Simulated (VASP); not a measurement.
Set up this calculation in VASP 6.6.1, as the native input.

| Quantity | Value |
| --- | --- |
| Task | single point |
| Functional | PBE |
| Potentials or basis | VASP PAW PBE potentials, release 64 (Al) |
| Cutoff | 520 eV |
| k mesh | 9 × 9 × 7 |
| Occupations | fermi-dirac, width 0.05 eV |
| Spin | no spin polarisation |
| Dipole correction | no |
| Further INCAR settings | ALGO = Fast; EDIFF = 1e-06; NBANDS = 10 |

The structure of Al lies in POSCAR:

```
Al
1.0
    0.0000000000     -2.0239800000     -2.0239800000
    0.0000000000      2.0239800000     -2.0239800000
    4.0479600000      0.0000000000      0.0000000000
Al
2
Direct
    0.6410174900      0.3525067800      0.4809735400
    0.8589825100      0.1474932200      0.0190264600
```

This cell differs from its parent crystal: atoms moved at random.

These files were run (other wordings do the same):

INCAR

```
PREC = Accurate ; ENCUT = 520
EDIFF = 1E-6 ; ISMEAR = -1
SIGMA = 0.05 ; LREAL = F
LASPH = T ; NELM = 80
ALGO = Fast ; ISIF = 2
LWAVE = F ; LCHARG = F
GGA = PE ; NBANDS = 10
```

KPOINTS

```
regular mesh
0
Gamma
  9 9 7
```

Potentials or basis: VASP PAW PBE potentials, release 64 (Al).

The run is started by

```sh
$ cat potpaw_PBE.64/Al/POTCAR > POTCAR
$ mpirun -np 1 vasp_std > vasp.out
```

It gave:

| Quantity | Value |
| --- | --- |
| Pressure | 26.9 GPa |
| Largest force | 5.548 eV/Å |
| Band gap on the k mesh | zero (band 3 reaches 13.21 eV, above the bottom of band 4 at 5.34 eV) |

Caveat: the cell differs from its parent crystal (atoms moved at random); forces of over 1 eV/Å act on the atoms, so gaps and moduli don't describe the material at rest.

It took 41 s on 1 thread of AMD EPYC 9R45 96-Core Processor (Zen 5), with other jobs on the host, peak memory 0.16 GiB.
